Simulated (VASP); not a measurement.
# CaF2 (Fluorite) (Fm-3m) in VASP: a series of runs, part 2 of 2

VASP 6.6.1.

**6. Single point, r2SCAN**

POSCAR reads:

```
CaF2
1.0
    0.0000000000      2.7195928860      2.7195928860
    2.7195928860      0.0000000000      2.7195928860
    2.7195928860      2.7195928860      0.0000000000
Ca F
1 2
Direct
    0.0000000000      0.0000000000      0.0000000000
    0.2500000000      0.2500000000      0.2500000000
    0.7500000000      0.7500000000      0.7500000000
```

INCAR.step1 reads:

```
  PREC = Accurate
  ENCUT = 660
  ISMEAR = 0
  SIGMA = 0.01
  LREAL = F
  LASPH = T
  NELM = 120
  NBANDS = 19
  GGA = PE
  ALGO = Normal
  EDIFF = 1E-5
  LWAVE = T
  LCHARG = F
  GGA_COMPAT = F
```

INCAR.step2 reads:

```
  PREC = Accurate
  ENCUT = 660
  EDIFF = 1E-6
  ISMEAR = 0
  SIGMA = 0.01
  LREAL = F
  LASPH = T
  NELM = 120
  ALGO = Normal
  ISIF = 2
  LWAVE = F
  LCHARG = F
  METAGGA = R2SCAN
  LMIXTAU = T
  NBANDS = 19
  ISTART = 1
  GGA_COMPAT = F
```

KPOINTS reads:

```
regular mesh
0
Gamma
  6 6 6
```

Potentials or basis: VASP PAW PBE potentials, release 64 (Ca_sv, F).

Launch:

```sh
$ cat potpaw_PBE.64/Ca_sv/POTCAR potpaw_PBE.64/F/POTCAR > POTCAR
$ cp INCAR.step1 INCAR
$ mpirun -np 1 vasp_std > vasp.out
$ cp INCAR.step2 INCAR
$ mpirun -np 1 vasp_std > vasp.out
```

OUTCAR:

```text
PREC = Accurate
   ENCUT = 660
   EDIFF = 1E-6
   ISMEAR = 0
   LREAL = F
   LASPH = T
   NELM = 120
   ISIF = 2
   METAGGA = R2SCAN
   ISTART = 1

 ion  position               nearest neighbor table
   1  0.000  0.000  0.000-   3 2.36   2 2.36   3 2.36   2 2.36   3 2.36   3 2.36   2 2.36   2 2.36

   2  0.250  0.250  0.250-   1 2.36   1 2.36   1 2.36   1 2.36
   3  0.750  0.750  0.750-   1 2.36   1 2.36   1 2.36   1 2.36

  LATTYP: Found a face centered cubic cell.
 ALAT       =     5.4391857720

  Lattice vectors:

 A1 = (   0.0000000000,   2.7195928860,   2.7195928860)
 A2 = (   2.7195928860,   0.0000000000,   2.7195928860)
 A3 = (   2.7195928860,   2.7195928860,   0.0000000000)

Analysis of symmetry for initial positions (statically):
=====================================================================
 Subroutine PRICEL returns:
 Original cell was already a primitive cell.

 Routine SETGRP: Setting up the symmetry group for a
 face centered cubic supercell.

 Subroutine GETGRP returns: Found 48 space group operations
 (whereof 48 operations were pure point group operations)
 out of a pool of 48 trial point group operations.

The static configuration has the point symmetry O_h .

Analysis of symmetry for dynamics (positions and initial velocities):
=====================================================================
 Subroutine PRICEL returns:
 Original cell was already a primitive cell.

 Routine SETGRP: Setting up the symmetry group for a
 face centered cubic supercell.

 Subroutine GETGRP returns: Found 48 space group operations
 (whereof 48 operations were pure point group operations)
 out of a pool of 48 trial point group operations.

The dynamic configuration has the point symmetry O_h .

[... 104 lines left out ...]
   EMIN   =  10.00;   EMAX   =-10.00  energy-range for DOS
   EFERMI =   0.00;   METHOD = LEGACY
   ISMEAR =     0;   SIGMA  =   0.01  broadening in eV -4-tet -1-fermi 0-gaus
   EFERMI_NEDOS =   21; number of points for ismear=-14 and -15
   IALGO  =     38    algorithm
   IMIX   =      4    mixing-type and parameters
     AMIX     =   0.40;   BMIX     =  1.00
     AMIX_MAG =   1.60;   BMIX_MAG =  1.00
  volume/ion in A,a.u.               =      13.41        90.49
  Fermi-wavevector in a.u.,A,eV,Ry     =   1.378155  2.604335 25.841692  1.899311
  Thomas-Fermi vector in A             =   2.503242
   LORBIT       =      0    0 simple, 1 ext, 2 COOP (PROOUT), +10 PAW based schemes
   METAGGA = R2SCAN    functional components
   LHFCALC =     F    Hartree Fock is set to
   AEXX    =    0.0000 exact exchange contribution
   IVDW    =     0    specifies the selected vdW correction
   LEPSILON=     F    determine dielectric tensor
   LRPA    =     F    only Hartree local field effects (RPA)
 non-spin polarized calculation
 Gauss-broadening in eV      SIGMA  =   0.01
  energy-cutoff  :      660.00
  volume of cell :       40.23
 maximum number of plane-waves:      1572
   NGX = 17   NGY = 17   NGZ = 17

 number of electron      23.9999986 magnetization

 Free energy of the ion-electron system (eV)
  ---------------------------------------------------
  ext. energy  EPLUGINS =         0.00000000
  ---------------------------------------------------
  free energy    TOTEN  =       -25.95866768 eV

  energy without entropy =      -25.95866768  energy(sigma->0) =      -25.95866768

 E-fermi :  -1.3489     XC(G=0): -10.3114

 val. band max:       -1.4802441114   @ k =   0.5000   0.5000   0.0000
 cond. band min:       6.5457607727   @ k =   0.0000   0.0000   0.0000
 fundamental gap:      8.0260048841
 Fermi energy:        -1.3489437383

 k-point     1 :       0.0000    0.0000    0.0000
  band No.  band energies     occupation
      1     -38.6637      2.00000
      2     -22.5739      2.00000
      3     -21.8059      2.00000
      4     -18.7267      2.00000
      5     -18.7267      2.00000
      6     -18.7267      2.00000
[... 329 lines left out ...]
      6     -18.2852      2.00000
[... 11 lines left out ...]
     18      13.7962      0.00000
     19      14.2560      0.00000

------------------------ aborting loop because EDIFF is reached ----------------------------------------

  FORCE on cell =-STRESS in cart. coord.  units (eV):
  Direction    XX          YY          ZZ          XY          YZ          ZX
  --------------------------------------------------------------------------------------
  -------------------------------------------------------------------------------------
  Total        0.1036867      0.1036867      0.1036867      0.0000000     -0.0000000     -0.0000000
  in kB        4.1294480      4.1294480      4.1294480      0.0000000     -0.0000000     -0.0000000
  external PRESSURE =       4.1294480 kB  Pullay stress =       0.0000000 kB

 VOLUME and BASIS-vectors are now :
 -----------------------------------------------------------------------------
  energy-cutoff  :      660.00
  volume of cell :       40.23
      direct lattice vectors                 reciprocal lattice vectors
     0.000000000  2.719592886  2.719592886    -0.183851047  0.183851047  0.183851047
     2.719592886  0.000000000  2.719592886     0.183851047 -0.183851047  0.183851047
     2.719592886  2.719592886  0.000000000     0.183851047  0.183851047 -0.183851047

 POSITION                                       TOTAL-FORCE (eV/Angst)
 -----------------------------------------------------------------------------------
      0.00000      0.00000      0.00000        -0.000000     -0.000000     -0.000000
      1.35980      1.35980      1.35980        -0.000000     -0.000000      0.000000
      4.07939      4.07939      4.07939         0.000000      0.000000      0.000000
 -----------------------------------------------------------------------------------
    total drift:                                0.000000     -0.000000      0.000000

  FREE ENERGIE OF THE ION-ELECTRON SYSTEM (eV)
  ---------------------------------------------------
  free  energy   TOTEN  =       -25.9586676751 eV

  energy  without entropy=      -25.9586676751  energy(sigma->0) =      -25.95866768
```

OUTCAR.step1:

```text
PREC = Accurate
   ENCUT = 660
   ISMEAR = 0
   LREAL = F
[... 567 lines left out ...]
      0.00000      0.00000      0.00000        -0.000000      0.000000     -0.000000
      1.35980      1.35980      1.35980         0.000000      0.000000      0.000000
      4.07939      4.07939      4.07939        -0.000000     -0.000000     -0.000000
 -----------------------------------------------------------------------------------
    total drift:                                0.000000     -0.000000      0.000000

  FREE ENERGIE OF THE ION-ELECTRON SYSTEM (eV)
  ---------------------------------------------------
  free  energy   TOTEN  =       -17.3261896487 eV

  energy  without entropy=      -17.3261896487  energy(sigma->0) =      -17.32618965
```

OSZICAR.step1:

```text
N       E                     dE             d eps       ncg     rms          rms(c)
DAV:   1     0.238616776842E+03    0.23862E+03   -0.15305E+04   608   0.154E+03
DAV:   2    -0.549216607586E+01   -0.24411E+03   -0.23609E+03   718   0.384E+02
DAV:   3    -0.181578343523E+02   -0.12666E+02   -0.12606E+02   662   0.905E+01
DAV:   4    -0.186204658916E+02   -0.46263E+00   -0.46185E+00   993   0.132E+01
DAV:   5    -0.186231894612E+02   -0.27236E-02   -0.27235E-02   665   0.115E+00    0.798E+00
DAV:   6    -0.173059474856E+02    0.13172E+01   -0.54325E+00   656   0.161E+01    0.299E+00
DAV:   7    -0.173044818772E+02    0.14656E-02   -0.12128E-01   722   0.346E+00    0.172E+00
DAV:   8    -0.173231757114E+02   -0.18694E-01   -0.40774E-02   663   0.221E+00    0.230E-01
DAV:   9    -0.173253489392E+02   -0.21732E-02   -0.76777E-03   722   0.665E-01    0.131E-01
DAV:  10    -0.173261687327E+02   -0.81979E-03   -0.17822E-03   649   0.332E-01    0.216E-02
DAV:  11    -0.173261905449E+02   -0.21812E-04   -0.13752E-04   709   0.941E-02    0.167E-02
DAV:  12    -0.173261896487E+02    0.89619E-06   -0.20523E-05   574   0.466E-02
   1 F= -.17326190E+02 E0= -.17326190E+02  d E =-.174590E-68
```

Wall time 94 s (1 thread of Intel Xeon 8259CL, shared host); peak memory 0.19 GiB.

What came out:

| Item | Value |
| --- | --- |
| Free energy | -25.9587 eV |
| Pressure | 0.4 GPa |
| Band gap on the k mesh | 8.03 eV, indirect (least direct gap 8.29 eV) |

Levels at points of the mesh, in eV from the valence-band top:
```
           k point  band 10  band 11  band 12  band 13  band 14  band 15
(0.00, 0.00, 0.00)    -0.26    -0.26    -0.26     8.03    10.06    10.06
(0.50, 0.00, 0.00)    -1.26    -0.84    -0.84    10.26    10.26    10.75
(0.50, 0.50, 0.00)    -0.36    -0.36     0.00     8.79    10.52    11.00
```

Caveat: the PAW data sets were made with another functional, which shifts forces and pressure a little.

**7. Overview**

| level | potentials or basis | k mesh | cutoff (eV) | gap on the mesh (eV) | pressure (GPa) |
| --- | --- | --- | --- | --- | --- |
| LDA | VASP PAW LDA potentials, release 64 (Ca_sv, F) | 4 × 4 × 4 | 600 | 6.98 | -5.2 |
| PBE | VASP PAW PBE potentials, release 64 (Ca_sv, F) | 6 × 6 × 6 | 600 | 7.36 | 3.6 |
| LDA | VASP PAW LDA potentials, release 64 (Ca_sv, F) | 6 × 6 × 6 | 600 | 6.98 | -5.2 |
| r2SCAN | VASP PAW PBE potentials, release 64 (Ca_sv, F) | 6 × 6 × 6 | 660 | 8.03 | 0.4 |

Alike in all rows: task single point; no spin polarisation; cell as given; smearing gaussian 0.01 eV.

Caveats: some runs use coarse meshes; the PAW data sets were made with another functional, which shifts forces and pressure a little (some runs).

Total energies depend on the potentials used, so only differences within one code and one set of settings carry meaning.
